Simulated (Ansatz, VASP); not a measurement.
Given: the input of a run of Ansatz 0.2.0 on AlN.

The input input.yaml:

```yaml
crystal:
  lattice:
    - [0.0, 2.0070211428, 2.0070211428]
    - [2.0070211428, 0.0, 2.0070211428]
    - [2.0070211428, 2.0070211428, 0.0]
  atoms:
    - { symbol: Al, position: [0.5, 0.5, 0.5] }
    - { symbol: "N", position: [0.0, 0.0, 0.0] }
kpoints:
  mp_grid: { grid: [11, 11, 11] }
scf:
  occupations: { method: fermi_dirac, width: 0.05 }
hamiltonian:
  xc: lda
  pseudopotentials: { kind: all_electron, lapw: { basis_error: 0.001 } }
output:
  forces: true
  stress: true
  eigenvalues: true
```

Potentials or basis: all-electron LAPW, scalar-relativistic.

Run with:

```bash
$ ansatz run input.yaml --threads 1 --pin off --max-ram 3072MiB --backend cpu --events-out ev --progress --plain --runs-dir out
```

Problem. Translate it to VASP 6.6.1. Potentials there: VASP PAW LDA potentials, release 64 (Al, N).

Solution. As run (the cutoff follows the program's own potentials):

Contents of INCAR:

```
ALGO = Normal
EDIFF = 1E-6
ENCUT = 520
ISIF = 2
ISMEAR = -1
LASPH = T
LCHARG = F
LREAL = F
LWAVE = F
NBANDS = 11
NELM = 60
PREC = Accurate
SIGMA = 0.05
```

KPOINTS

```
k-points
0
Gamma
  11 11 11
```

POSCAR

```
AlN
1.0
    0.0000000000      2.0070211428      2.0070211428
    2.0070211428      0.0000000000      2.0070211428
    2.0070211428      2.0070211428      0.0000000000
Al N
1 1
Direct
    0.5000000000      0.5000000000      0.5000000000
    0.0000000000      0.0000000000      0.0000000000
```

Potentials or basis: VASP PAW LDA potentials, release 64 (Al, N).

Command:

```sh
$ cat potpaw_LDA.64/Al/POTCAR potpaw_LDA.64/N/POTCAR > POTCAR
$ mpirun -np 1 vasp_std > vasp.out
```

Both were run:

|  | VASP | Ansatz | Ansatz less VASP |
| --- | --- | --- | --- |
| gap on the k mesh at the Fermi level (eV) | 4.80 | 4.80 | -0.004 |
| least direct gap on the mesh (eV) | 6.09 | 6.08 | -0.013 |
| pressure (GPa) | 0.0 | -0.6 | -0.58 |

LDA's correlation is that of Perdew and Zunger in VASP and of Perdew and Wang (1992) in Ansatz. Ansatz ran all-electron here, and VASP with PAW potentials.
